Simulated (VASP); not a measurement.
Crystal: SrTe7.

```
CELL_PARAMETERS angstrom
-4.11572 4.11572 4.11572
4.11572 -4.11572 4.11572
4.11572 4.11572 -4.11572
ATOMIC_POSITIONS crystal
Sr 0.00000 0.00000 0.00000
Te 0.00000 0.50000 0.50000
Te 0.50000 0.50000 0.00000
Te 0.50000 0.00000 0.50000
Te 0.00000 0.00000 0.50000
Te 0.00000 0.50000 0.00000
Te 0.50000 0.00000 0.00000
Te 0.50000 0.50000 0.50000
```

The cell was generated, and may not be a known phase.

| Quantity | Value |
| --- | --- |
| Program | VASP 6.6.1 |
| Task | relaxation of cell and atoms |
| Functional | PBE |
| Potentials or basis | VASP PAW PBE potentials, release 64 (Sr_sv, Te) |
| Cutoff | 600 eV |
| k mesh | 4 × 4 × 4 |
| Occupations | gaussian, width 0.1 eV |
| Spin | no spin polarisation |

At the start: pressure -5.4 GPa; volume 34.86 Å³/atom.

Where does the relaxation end?

Over 3 steps the energy falls by 106.3 meV/atom and the volume is 29.52 Å³/atom (-15.3 %); space group Im-3m (No. 229, to 0.1 Å) before and after.

The path:
| step | energy change (eV) | largest force (eV/Å) | pressure (GPa) | volume (Å³) |
| --- | --- | --- | --- | --- |
| 1 | 0.0000 | 0.0000 | -5.41 | 278.87 |
| 2 | -0.8471 | 0.0000 | 0.47 | 234.02 |
| 3 | -0.8502 | 0.0000 | 0.01 | 236.18 |

Final structure:
```
Sr Te
1.0
    -3.89397    3.89397    3.89397
     3.89397   -3.89397    3.89397
     3.89397    3.89397   -3.89397
Sr Te
1 7
Direct
  0.00000 0.00000 0.00000
  0.00000 0.50000 0.50000
  0.50000 0.50000 0.00000
  0.50000 0.00000 0.50000
  0.00000 0.00000 0.50000
  0.00000 0.50000 0.00000
  0.50000 0.00000 0.00000
  0.50000 0.50000 0.50000
```

Caveat: the volume moved by over 15 % at a fixed basis, so the end points are rough; the highest band is partly filled, so the run has too few bands.
